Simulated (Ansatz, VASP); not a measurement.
Si2W in VASP and in Ansatz

```
Si W
1.0
     0.00000    2.94890    2.94890
     2.94890    0.00000    2.94890
     2.94890    2.94890    0.00000
Si W
2 1
Direct
  0.25000 0.25000 0.25000
  0.75000 0.75000 0.75000
  0.50000 0.50000 0.50000
```

Alike in both runs: task relaxation of cell and atoms; functional PBE; k mesh 14 × 14 × 14; occupations gaussian, width 0.1 eV; no spin polarisation.

|  | VASP | Ansatz |
| --- | --- | --- |
| version | VASP 6.6.1 | Ansatz 0.2.0 |
| potentials or method | VASP PAW PBE potentials, release 64 (Si, W_sv), cutoff 500 eV | scalar-relativistic, plane waves, PAW |
| valence electrons in the cell | 22 | 22 |

|  | VASP | Ansatz | Ansatz less VASP |
| --- | --- | --- | --- |
| gap on the k mesh at the Fermi level, each at its own relaxed structure (eV) | none | none | - |
| relaxed volume (Å³/atom) | 17.03 | 17.03 | -0.004 |
| relaxed cell length with the largest relative difference (Å) | 4.165 | 4.165 | -0.0003 |

A gap of «none» marks a metal or a gap that the smearing closes.

Neither program's run includes spin-orbit coupling.
